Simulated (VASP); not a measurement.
# Fe (P6/mmm) in VASP: a series of runs

The runs below take Fe through single point, relaxation of cell and atoms, with r2SCAN.

Everything below comes from runs of VASP 6.6.1. Logs are shortened: lines on timing, memory, paths and dates and some standing lists are left out, and cuts for length are marked.

## (1) The cell of the first run

The structure is hexagonal, space group P6/mmm (No. 191). The conventional cell has a = 2.452 Å, b = 2.452 Å, c = 2.291 Å, α = 90.00°, β = 90.00°, γ = 120.00°. Within 3.0 Å of Fe (site symmetry 6/mmm) lie 8 Fe at 2.29 to 2.45 Å.

This isn't the form of Fe at room conditions, which is bcc.

## (2) Single point, r2SCAN, collinear spin, ferromagnetic start

File POSCAR:

```
Fe
1.0
    2.4517979394      0.0000000000      0.0000000000
   -1.2258989697      2.1233193005      0.0000000000
    0.0000000000      0.0000000000      2.2908986996
Fe
1
Direct
    0.0000000000      0.0000000000      0.0000000000
```

File INCAR.step1:

```
SYSTEM = Fe
PREC = Accurate ; ENCUT = 520
ISMEAR = 0 ; SIGMA = 0.1
LREAL = .False. ; LASPH = .True.
NELM = 150 ; ISPIN = 2
MAGMOM = 4 ; LMAXMIX = 4
NBANDS = 14 ; GGA = PE
ALGO = Normal ; EDIFF = 1E-4
LWAVE = .True. ; LCHARG = .False.
```

File INCAR.step2:

```
SYSTEM = Fe
PREC = Accurate ; ENCUT = 520
EDIFF = 1E-7 ; ISMEAR = 0
SIGMA = 0.1 ; LREAL = .False.
LASPH = .True. ; NELM = 150
ALGO = Normal ; ISIF = 2
LWAVE = .False. ; LCHARG = .False.
ISPIN = 2 ; MAGMOM = 4
LORBIT = 11 ; LMAXMIX = 4
METAGGA = R2SCAN ; LMIXTAU = .True.
NBANDS = 14 ; ISTART = 1
```

File KPOINTS:

```
regular mesh
0
Gamma
  9 9 8
  0 0 0
```

Potentials or basis: VASP PAW PBE potentials, release 64 (Fe).

Started as:

```
$ cat potpaw_PBE.64/Fe/POTCAR > POTCAR
$ cp INCAR.step1 INCAR
$ mpirun -np 1 vasp_std > vasp.out
$ cp INCAR.step2 INCAR
$ mpirun -np 1 vasp_std > vasp.out
```

OUTCAR:

```text
SYSTEM = Fe
   PREC = Accurate
   ENCUT = 520
   EDIFF = 1E-7
   ISMEAR = 0
   LREAL = .False.
   LASPH = .True.
   NELM = 150
   ISIF = 2
   ISPIN = 2
   LORBIT = 11
   METAGGA = R2SCAN
   ISTART = 1

 ion  position               nearest neighbor table
   1  0.000  0.000  0.000-

  LATTYP: Found a hexagonal cell.
 ALAT       =     2.4517979394
 C/A-ratio  =     0.9343750000

  Lattice vectors:

 A1 = (   2.4517979394,   0.0000000000,   0.0000000000)
 A2 = (  -1.2258989697,   2.1233193005,   0.0000000000)
 A3 = (   0.0000000000,   0.0000000000,   2.2908986996)

Analysis of symmetry for initial positions (statically):
=====================================================================
 Subroutine PRICEL returns:
 Original cell was already a primitive cell.

 Routine SETGRP: Setting up the symmetry group for a
 hexagonal supercell.

 Subroutine GETGRP returns: Found 24 space group operations
 (whereof 24 operations were pure point group operations)
 out of a pool of 24 trial point group operations.

The static configuration has the point symmetry D_6h.

Analysis of symmetry for dynamics (positions and initial velocities):
=====================================================================
 Subroutine PRICEL returns:
 Original cell was already a primitive cell.

 Routine SETGRP: Setting up the symmetry group for a
 hexagonal supercell.

 Subroutine GETGRP returns: Found 24 space group operations
 (whereof 24 operations were pure point group operations)
 out of a pool of 24 trial point group operations.

The dynamic configuration has the point symmetry D_6h.

Analysis of structural, dynamic, and magnetic symmetry:
=====================================================================
 Subroutine PRICEL returns:
 Original cell was already a primitive cell.

 Routine SETGRP: Setting up the symmetry group for a
 hexagonal supercell.

 Subroutine GETGRP returns: Found 24 space group operations
 (whereof 24 operations were pure point group operations)
 out of a pool of 24 trial point group operations.

The overall configuration has the point symmetry D_6h.

 Subroutine INISYM returns: Found 24 space group operations
 (whereof 24 operations are pure point group operations),
 and found     1 'primitive' translations

----------------------------------------------------------------------------------------

                                     Primitive cell

  volume of cell :      11.9263

  direct lattice vectors                    reciprocal lattice vectors
     2.451797939  0.000000000  0.000000000     0.407863953  0.235480363  0.000000000
    -1.225898970  2.123319300  0.000000000     0.000000000  0.470960726  0.000000000
     0.000000000  0.000000000  2.290898700     0.000000000  0.000000000  0.436509916

  length of vectors
     2.451797939  2.451797939  2.290898700     0.470960726  0.470960726  0.436509916

  position of ions in fractional coordinates (direct lattice)
     0.000000000  0.000000000  0.000000000

  ion indices of the primitive-cell ions
   primitive index   ion index
                 1           1

----------------------------------------------------------------------------------------

 KPOINTS: regular mesh

Automatic generation of k-mesh.
 Grid dimensions read from file:
 generate k-points for:    9    9    8

 Generating k-lattice:

  Cartesian coordinates                     Fractional coordinates (reciprocal lattice)
     0.045318217  0.026164485  0.000000000     0.111111111  0.000000000  0.000000000
     0.000000000  0.052328970  0.000000000     0.000000000  0.111111111  0.000000000
     0.000000000  0.000000000  0.054563740     0.000000000  0.000000000  0.125000000

  Length of vectors
     0.052328970  0.052328970  0.054563740

  Shift w.r.t. Gamma in fractional coordinates (k-lattice)
     0.000000000  0.000000000  0.000000000

 Subroutine IBZKPT returns following result:
 ===========================================

 Found     60 irreducible k-points:

 Following reciprocal coordinates:
            Coordinates               Weight
  0.000000  0.000000  0.000000      1.000000
  0.111111  0.000000  0.000000      6.000000
  0.222222  0.000000  0.000000      6.000000
  0.333333  0.000000  0.000000      6.000000
  0.444444  0.000000  0.000000      6.000000
  0.111111  0.111111  0.000000      6.000000
[... 16 lines left out ...]
  0.333333  0.222222  0.125000     24.000000
  0.333333  0.333333  0.125000      4.000000
 [... further k-points ...]
   k-points           NKPTS =     60   k-points in BZ     NKDIM =     60   number of bands    NBANDS=     14
   number of dos      NEDOS =    301   number of ions     NIONS =      1
   total plane-waves  NPLWV =   5832
   dimension x,y,z NGX =    18 NGY =   18 NGZ =   18
   dimension x,y,z NGXF=    36 NGYF=   36 NGZF=   36
   ions per type =               1
   NGX,Y,Z   is equivalent  to a cutoff of  12.21, 12.21, 13.06 a.u.
   NGXF,Y,Z  is equivalent  to a cutoff of  24.41, 24.41, 26.12 a.u.
[... 32 lines left out ...]
  Fermi-wavevector in a.u.,A,eV,Ry     =   1.433077  2.708123 27.942418  2.053710
  Thomas-Fermi vector in A             =   2.552635
   LORBIT       =     11    0 simple, 1 ext, 2 COOP (PROOUT), +10 PAW based schemes
   METAGGA = R2SCAN    functional components
   LHFCALC =     F    Hartree Fock is set to
   AEXX    =    0.0000 exact exchange contribution
   IVDW    =     0    specifies the selected vdW correction
   LEPSILON=     F    determine dielectric tensor
   LRPA    =     F    only Hartree local field effects (RPA)
 spin polarized calculation
 Gauss-broadening in eV      SIGMA  =   0.10
  energy-cutoff  :      520.00
  volume of cell :       11.93
 maximum number of plane-waves:       332
 NGX is ok and might be reduce to    18
   NGX =  9   NGY =  9   NGZ =  9

 number of electron       8.0000004 magnetization       2.6749049

 Free energy of the ion-electron system (eV)
  ---------------------------------------------------
  ext. energy  EPLUGINS =         0.00000000
  ---------------------------------------------------
  free energy    TOTEN  =       -13.88431226 eV

  energy without entropy =      -13.87949095  energy(sigma->0) =      -13.88190160

 E-fermi :   5.7055     XC(G=0): -13.8468

 val. band max:        5.6779378748   @ k =   0.1111   0.0000   0.1250
 cond. band min:       5.7235234647   @ k =   0.1111   0.1111   0.3750
 fundamental gap:      0.0455855899
 Fermi energy:         5.7054700319

 spin component 1

 k-point     1 :       0.0000    0.0000    0.0000
  band No.  band energies     occupation
      1      -3.1039      1.00000
      2       0.8586      1.00000
      3       2.4804      1.00000
      4       2.4804      1.00000
      5       4.3701      1.00000
      6       4.3702      1.00000
      7      26.1962      0.00000
      8      28.3317      0.00000
      9      31.1873      0.00000
     10      32.2295      0.00000
     11      32.2296      0.00000
     12      33.8618      0.00000
     13      33.8620      0.00000
     14      42.1784      0.00000
[... 375 lines left out ...]
 k-point    24 :       0.3333    0.3333    0.1250
  band No.  band energies     occupation
      1       1.7039      1.00000
      2       1.7040      1.00000
      3       2.1536      1.00000
      4       3.2846      1.00000
      5       3.2846      1.00000
      6      11.5710      0.00000
      7      11.5710      0.00000
      8      13.4732      0.00000
      9      31.3211      0.00000
     10      31.3212      0.00000
     11      36.4195      0.00000
     12      42.3265      0.00000
     13      42.3265      0.00000
     14      43.9107      0.00000

 [... further k-points ...]

 spin component 2

 k-point     1 :       0.0000    0.0000    0.0000
  band No.  band energies     occupation
      1      -3.4061      1.00000
      2       2.7705      1.00000
      3       5.9054      0.00235
      4       5.9054      0.00235
      5       9.3807      0.00000
      6       9.3808      0.00000
      7      27.6411      0.00000
      8      27.7706      0.00000
      9      31.9458      0.00000
     10      34.4379      0.00000
     11      34.4379      0.00000
     12      35.0941      0.00000
     13      35.0942      0.00000
     14      42.6572      0.00000
[... 375 lines left out ...]
 k-point    24 :       0.3333    0.3333    0.1250
  band No.  band energies     occupation
      1       3.7329      1.00000
      2       3.7330      1.00000
      3       4.1651      1.00000
      4       7.7869      0.00000
      5       7.7869      0.00000
      6      13.2869      0.00000
      7      13.2869      0.00000
      8      15.1230      0.00000
      9      32.0104      0.00000
     10      32.0105      0.00000
     11      38.5124      0.00000
     12      43.7268      0.00000
     13      43.7268      0.00000
     14      45.8178      0.00000

 [... further k-points ...]

------------------------ aborting loop because EDIFF is reached ----------------------------------------

  FORCE on cell =-STRESS in cart. coord.  units (eV):
  Direction    XX          YY          ZZ          XY          YZ          ZX
  --------------------------------------------------------------------------------------
  -------------------------------------------------------------------------------------
  Total        0.7490673      0.7490673      1.6098526      0.0000000      0.0000000      0.0000000
  in kB      100.6295587    100.6295587    216.2672800      0.0000000      0.0000000      0.0000000
  external PRESSURE =     139.1754658 kB  Pullay stress =       0.0000000 kB

 VOLUME and BASIS-vectors are now :
 -----------------------------------------------------------------------------
  energy-cutoff  :      520.00
  volume of cell :       11.93
      direct lattice vectors                 reciprocal lattice vectors
     2.451797939  0.000000000  0.000000000     0.407863953  0.235480363  0.000000000
    -1.225898970  2.123319300  0.000000000     0.000000000  0.470960726  0.000000000
     0.000000000  0.000000000  2.290898700     0.000000000  0.000000000  0.436509916

 POSITION                                       TOTAL-FORCE (eV/Angst)
 -----------------------------------------------------------------------------------
      0.00000      0.00000      0.00000         0.000000      0.000000      0.000000
 -----------------------------------------------------------------------------------
    total drift:                               -0.000000      0.000000      0.000000

  FREE ENERGIE OF THE ION-ELECTRON SYSTEM (eV)
  ---------------------------------------------------
  free  energy   TOTEN  =       -13.8843122584 eV

  energy  without entropy=      -13.8794909490  energy(sigma->0) =      -13.88190160

 total charge

# of ion       s       p       d       tot
------------------------------------------
    1        0.516   0.532   6.247   7.294

 magnetization (x)

# of ion       s       p       d       tot
------------------------------------------
    1        0.005  -0.050   2.753   2.708
```

Run time: 2 min. Hardware: 1 thread of Intel Xeon 8259CL, shared host; peak memory 0.14 GiB.

Results:

| Quantity | Value |
| --- | --- |
| Free energy | -13.8843 eV |
| Pressure | 13.9 GPa |
| Net moment | 2.67 μB per cell |
| Site moments | Fe +2.71 μB |
| Valence electrons inside the program's atomic spheres | Fe 7.29 |

Caveat: the cell stands under pressure; the PAW data sets were made with another functional, which shifts forces and pressure a little.

## (3) Single point, r2SCAN, collinear spin, ferromagnetic start

This run uses another cell than the first one, of 13.17 Å³/atom.

File POSCAR:

```
Fe
1.0
    2.5170988121      0.0000000000      0.0000000000
   -1.2585494060      2.1798715151      0.0000000000
    0.0000000000      0.0000000000      2.4006746759
Fe
1
Direct
    0.0000000000      0.0000000000      0.0000000000
```

File INCAR.step1:

```
PREC     = Accurate       # precision mode
ENCUT    = 520            # plane-wave cutoff, eV
ISMEAR   = 0              # smearing method
SIGMA    = 0.1            # smearing width, eV
LREAL    = F              # projectors in reciprocal space
LASPH    = T              # aspherical terms in the spheres
NELM     = 150            # most SCF steps
ISPIN    = 2              # spin polarisation
MAGMOM   = 2.98           # initial moments
LMAXMIX  = 4              # l up to which the mixer works
NBANDS   = 14             # bands
GGA      = PE             # functional
ALGO     = Normal         # electronic algorithm
EDIFF    = 1E-4           # SCF threshold, eV
LWAVE    = T              # write WAVECAR
LCHARG   = F              # write CHGCAR
```

File INCAR.step2:

```
PREC     = Accurate       # precision mode
ENCUT    = 520            # plane-wave cutoff, eV
EDIFF    = 1E-6           # SCF threshold, eV
ISMEAR   = 0              # smearing method
SIGMA    = 0.1            # smearing width, eV
LREAL    = F              # projectors in reciprocal space
LASPH    = T              # aspherical terms in the spheres
NELM     = 150            # most SCF steps
ALGO     = Normal         # electronic algorithm
ISIF     = 2              # what is computed and relaxed
LWAVE    = F              # write WAVECAR
LCHARG   = T              # write CHGCAR
ISPIN    = 2              # spin polarisation
MAGMOM   = 2.98           # initial moments
LORBIT   = 11             # projections on sites
LMAXMIX  = 4              # l up to which the mixer works
METAGGA  = R2SCAN         # meta-GGA
LMIXTAU  = T            
LELF     = T              # ELF
LVHAR    = T            
NBANDS   = 14             # bands
ISTART   = 1
```

File KPOINTS:

```
regular mesh
0
Gamma
  9 9 8
```

Potentials or basis: VASP PAW PBE potentials, release 64 (Fe).

Started as:

```
$ cat potpaw_PBE.64/Fe/POTCAR > POTCAR
$ cp INCAR.step1 INCAR
$ mpirun -np 1 vasp_std > vasp.out
$ cp INCAR.step2 INCAR
$ mpirun -np 1 vasp_std > vasp.out
```

Wall time 1.9 min (1 thread of Intel Xeon 8259CL, shared host); peak memory 0.14 GiB.

Results (log left out):

```
Free energy                                           : -13.9418 eV
Pressure                                              : -0.4 GPa
Net moment                                            : 2.91 μB per cell
Site moments                                          : Fe +2.95 μB
Valence electrons inside the program's atomic spheres : Fe 7.10
```

Stress tensor (GPa, compression positive):
```
-0.27  0.00  0.00
 0.00 -0.27  0.00
 0.00  0.00 -0.62
```

Levels at points of the mesh, in eV from the Fermi level:
Spin up:
```
           k point  band 2  band 3  band 4  band 5  band 6  band 7  band 8  band 9
(0.00, 0.00, 0.00)   -4.77   -3.36   -3.36   -1.79   -1.79   18.28   21.97   23.02
(0.00, 0.00, 0.50)   -3.08   -3.08   -2.81   -2.81   -1.55    3.33   26.49   29.02
```
Spin down:
| k point | band 1 | band 2 | band 3 | band 4 | band 5 |
| --- | --- | --- | --- | --- | --- |
| (0.00, 0.00, 0.00) | -8.70 | -2.42 | 0.37 | 0.37 | 3.39 |
| (0.00, 0.00, 0.50) | -3.65 | -2.00 | 0.76 | 0.76 | 2.09 |

Caveat: the PAW data sets were made with another functional, which shifts forces and pressure a little.

## (4) Relaxation of cell and atoms, r2SCAN, collinear spin, ferromagnetic start

File POSCAR:

```
Fe
1.0
    2.4517979394      0.0000000000      0.0000000000
   -1.2258989697      2.1233193005      0.0000000000
    0.0000000000      0.0000000000      2.2908986996
Fe
1
Direct
    0.0000000000      0.0000000000      0.0000000000
```

File INCAR.step1:

```
ALGO = Normal
EDIFF = 1E-4
ENCUT = 600
GGA = PE
ISMEAR = 0
ISPIN = 2
LASPH = True
LCHARG = False
LMAXMIX = 4
LREAL = False
LWAVE = True
MAGMOM = 2.98
NELM = 150
PREC = Accurate
SIGMA = 0.1
```

File INCAR.step2:

```
ALGO = Normal
EDIFF = 1E-6
EDIFFG = -0.04
ENCUT = 600
IBRION = 2
ISIF = 3
ISMEAR = 0
ISPIN = 2
ISTART = 1
LASPH = True
LCHARG = False
LMAXMIX = 4
LMIXTAU = True
LORBIT = 11
LREAL = False
LWAVE = False
MAGMOM = 2.98
METAGGA = R2SCAN
NELM = 150
NSW = 90
PREC = Accurate
SIGMA = 0.1
```

File KPOINTS:

```
k-points
0
Gamma
  9 9 8
```

Started as:

```
$ cat potpaw_PBE.64/Fe/POTCAR > POTCAR
$ cp INCAR.step1 INCAR
$ mpirun -np 1 vasp_std > vasp.out
$ cp INCAR.step2 INCAR
$ mpirun -np 1 vasp_std > vasp.out
```

Wall time 5.7 min (1 thread of Intel Xeon 8259CL, shared host); peak memory 0.15 GiB.

It converged, with:

```
Free energy                                           : -13.9416 eV
Relaxed volume                                        : 13.14 Å³/atom
Relaxed cell                                          : a = 2.517 Å, b = 2.517 Å, c = 2.396 Å, α = 90.00°, β = 90.00°, γ = 120.00°
Space group after relaxing (to 0.1 Å)                 : P6/mmm (No. 191)
Energy gained by relaxing                             : 56.6 meV/atom
Ionic steps                                           : 5
Pressure after relaxing                               : 0.0 GPa
Net moment                                            : 2.91 μB per cell
Site moments                                          : Fe +2.95 μB
Valence electrons inside the program's atomic spheres : Fe 7.11
```

Stress tensor (GPa, compression positive):
```
-0.17  0.00  0.00
 0.00 -0.17  0.00
 0.00  0.00  0.19
```

Step by step:
```
step  energy change (eV)  largest force (eV/Å)  pressure (GPa)  volume (Å³)
   1              0.0000                0.0000           13.83        11.93
   2             -0.0398                0.0000           -6.10        13.79
   3             -0.0563                0.0000            0.16        13.10
   4             -0.0563                0.0000            0.43        13.08
   5             -0.0566                0.0000           -0.05        13.14
```

Final structure:
```
Fe
1.0
     2.51666    0.00000    0.00000
    -1.25833    2.17949    0.00000
     0.00000    0.00000    2.39558
Fe
1
Direct
  0.00000 0.00000 0.00000
```

Levels at points of the mesh, in eV from the Fermi level:
Spin up:
| k point | band 1 | band 2 | band 3 | band 4 | band 5 | band 6 | band 7 | band 8 | band 9 |
| --- | --- | --- | --- | --- | --- | --- | --- | --- | --- |
| (0.00, 0.00, 0.00) | -8.43 | -4.78 | -3.36 | -3.36 | -1.78 | -1.78 | 18.39 | 21.96 | 23.12 |
| (0.00, 0.00, 0.50) | -4.95 | -3.08 | -3.08 | -2.82 | -2.82 | -1.54 | 3.38 | 26.52 | 29.03 |
Spin down:
```csv
k point,band 1,band 2,band 3,band 4,band 5,band 6
"(0.00, 0.00, 0.00)",-8.71,-2.43,0.36,0.36,3.40,3.40
"(0.00, 0.00, 0.50)",-3.64,-1.99,0.76,0.76,2.08,2.08
```

Caveat: the PAW data sets were made with another functional, which shifts forces and pressure a little.

## (5) Overview

```csv
task,cell,cutoff (eV),gap on the mesh (eV),pressure (GPa),moment (μB)
single point,"a = 2.452, b = 2.452, c = 2.291 Å, angles 90.0, 90.0, 120.0°, 1 atom",520,none,13.9,2.67
single point,"a = 2.517, b = 2.517, c = 2.401 Å, angles 90.0, 90.0, 120.0°, 1 atom",520,none,-0.4,2.91
relaxation of cell and atoms,"relaxed from a = 2.452, b = 2.452, c = 2.291 Å, angles 90.0, 90.0, 120.0°, 1 atom",600,none,0.0,2.91
```

Alike in all rows: level r2SCAN; potentials or basis VASP PAW PBE potentials, release 64 (Fe); spin collinear, ferromagnetic start; k mesh 9 × 9 × 8; smearing gaussian 0.1 eV.

Caveats: the PAW data sets were made with another functional, which shifts forces and pressure a little; the cell stands under pressure (at least some runs).

Absolute energies hang on the potentials; compare differences alone.
